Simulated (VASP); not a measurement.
Set up this calculation in VASP 6.6.1, as the native input.

```
Task                   : single point
Functional             : PBEsol
Potentials or basis    : VASP PAW PBE potentials, release 64 (Cl, Rb_sv, K_sv)
Cutoff                 : 500 eV
k mesh                 : 1 × 1 × 1, shifted
Occupations            : fermi-dirac, width 0.05 eV
Spin                   : no spin polarisation
Dipole correction      : no
Further INCAR settings : LREAL = Auto; ALGO = Normal; EDIFF = 1e-06; NBANDS = 294; ISYM = 0
```

The structure of K3Rb13Cl16 lies in POSCAR:

```
K3Rb13Cl16
1.0
   12.9812756312      0.0000000000      0.0000000000
    0.0000000000     12.9812756312      0.0000000000
    0.0000000000      0.0000000000     12.9812756312
Cl Rb K
32 26 6
Direct
    0.2545520000      0.0007130000      0.0047340000
    0.2463070000      0.0047720000      0.4951910000
    0.2506350000      0.5001350000      0.9998450000
    0.2500820000      0.4955550000      0.4997400000
    0.7463670000      0.0004060000      0.0001060000
    0.7548870000      0.0006650000      0.4997840000
    0.7500100000      0.5003580000      0.9954080000
    0.7509660000      0.5000240000      0.5043720000
    0.0006150000      0.2497750000      0.9997300000
    0.0052310000      0.2455830000      0.5002710000
    0.0003850000      0.7510950000      0.9999870000
    0.0009780000      0.7552090000      0.5000510000
    0.4999080000      0.2458050000      0.9952850000
    0.4956390000      0.2497660000      0.5046130000
    0.5004500000      0.7556110000      0.9995210000
    0.5003070000      0.7511220000      0.5004830000
    0.0050910000      0.0002880000      0.2540330000
    0.0005410000      0.0006140000      0.7455810000
    0.0003060000      0.5002830000      0.2502290000
    0.9955770000      0.4997740000      0.7496260000
    0.4959180000      0.0006270000      0.2457090000
    0.5006240000      0.0049590000      0.7545660000
    0.5003650000      0.5001230000      0.2495100000
    0.5050950000      0.4955890000      0.7504540000
    0.2508140000      0.2459050000      0.2545320000
    0.2549900000      0.2505070000      0.7452090000
    0.2506010000      0.7550370000      0.2503420000
    0.2509190000      0.7502170000      0.7495850000
    0.7499030000      0.2504470000      0.2503900000
    0.7457060000      0.2549240000      0.7494890000
    0.7505680000      0.7502040000      0.2500150000
    0.7504000000      0.7455640000      0.7499960000
    0.0013650000      0.0003190000      0.0005550000
    0.9997020000      0.5004110000      0.9993780000
    0.0004820000      0.4998370000      0.5006090000
    0.4991490000      0.0016930000      0.5000640000
    0.5009700000      0.4997220000      0.9987930000
    0.5005750000      0.4990690000      0.5012210000
    0.2516080000      0.2490370000      0.9999940000
    0.2511210000      0.7517420000      0.0006900000
    0.2500460000      0.7515890000      0.4992760000
    0.7490950000      0.2504930000      0.9985010000
    0.7507510000      0.2503360000      0.5012330000
    0.7498010000      0.7503460000      0.9993900000
    0.7512320000      0.7504950000      0.5007610000
    0.2513120000      0.0014620000      0.7493070000
    0.2505070000      0.4994000000      0.2505430000
    0.2510650000      0.4989830000      0.7493100000
    0.7507870000      0.0004020000      0.2499760000
    0.7499270000      0.0009180000      0.7499240000
    0.7504570000      0.5003400000      0.2500100000
    0.0016960000      0.2491380000      0.2511420000
    0.0004110000      0.2502190000      0.7487300000
    0.0011300000      0.7514770000      0.2506320000
    0.0000140000      0.7502810000      0.7495370000
    0.4992750000      0.2490820000      0.2500800000
    0.4999990000      0.7516450000      0.2495100000
    0.5011840000      0.7502180000      0.7506210000
    0.0027680000      0.0010710000      0.4990560000
    0.5000080000      0.0012680000      0.0002500000
    0.2502980000      0.2485230000      0.4996560000
    0.2504280000      0.0009910000      0.2509030000
    0.7495980000      0.4993310000      0.7499930000
    0.5002460000      0.2503260000      0.7499470000
```

One way to write it, as run:

INCAR

```
PREC = Accurate ; ENCUT = 500
EDIFF = 1E-6 ; ISMEAR = -1
SIGMA = 0.05 ; LREAL = Auto
LASPH = True ; NELM = 120
ALGO = Normal ; ISIF = 2
LWAVE = False ; LCHARG = False
GGA = PS ; ISYM = 0
NBANDS = 294 ; GGA_COMPAT = False
NCORE = 4
```

KPOINTS

```
Automatic mesh
0
Gamma
  1 1 1
  0.25 0.25 0.25
```

Potentials or basis: VASP PAW PBE potentials, release 64 (Cl, Rb_sv, K_sv).

Run with:

```bash
$ cat potpaw_PBE.64/Cl/POTCAR potpaw_PBE.64/Rb_sv/POTCAR potpaw_PBE.64/K_sv/POTCAR > POTCAR
$ mpirun -np 4 vasp_std > vasp.out
```

It gave:

The pressure is 0.0 GPa. The largest force is 0.013 eV/Å and the band gap on the k mesh is 5.35 eV.

Caveat: the PAW data sets were made with another functional, which shifts forces and pressure a little; a shifted mesh leaves out Γ, where band edges can lie.

Run time: 47 min on 4 MPI ranks on AMD EPYC 7R43 64-Core Processor (Zen 3) (shared host), peak memory 0.7 GiB a rank.
